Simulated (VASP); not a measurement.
Input of a VASP 6.6.1 run:

Contents of POSCAR:

```
CdS
1.0
    3.3869086123      0.0000000000      0.0000000000
    0.0000000000      3.3869086123      0.0000000000
    0.0000000000      0.0000000000      3.3869086123
Cd S
1 1
Direct
    0.0000000000      0.0000000000      0.0000000000
    0.5000000000      0.5000000000      0.5000000000
```

The input INCAR.step1:

```
PREC = Accurate
ENCUT = 520
EDIFF = 1E-5
ISMEAR = -1
SIGMA = 0.02
LREAL = F
LASPH = T
NELM = 100
ALGO = Normal
ISIF = 2
LWAVE = T
LCHARG = F
GGA = PE
NBANDS = 16
```

File INCAR.step2:

```
PREC = Accurate
ENCUT = 520
EDIFF = 1E-6
ISMEAR = -1
SIGMA = 0.02
LREAL = F
LASPH = T
NELM = 100
ALGO = Normal
ISIF = 2
LWAVE = F
LCHARG = F
GGA = PE
LHFCALC = T
HFSCREEN = 0.2079
PRECFOCK = Normal
ISTART = 1
NBANDS = 16
```

File KPOINTS:

```
Automatic mesh
0
Gamma
  4 4 4
```

Potentials or basis: VASP PAW PBE potentials, release 64 (Cd, S).

Command:

```sh
$ cat potpaw_PBE.64/Cd/POTCAR potpaw_PBE.64/S/POTCAR > POTCAR
$ cp INCAR.step1 INCAR
$ mpirun -np 1 vasp_std > vasp.out
$ cp INCAR.step2 INCAR
$ mpirun -np 1 vasp_std > vasp.out
```

Task: Predict the band gap on the k mesh.

Result: Zero (bands 9 and 10 overlap by 0.35 eV).

Task: Predict the pressure.

Result: 0.9 GPa.

Caveat: the k points lie up to 0.46 Å⁻¹ apart; the structure was generated, so it needn't be the stable form of CdS; the PAW data sets were made with another functional, which shifts forces and pressure a little.
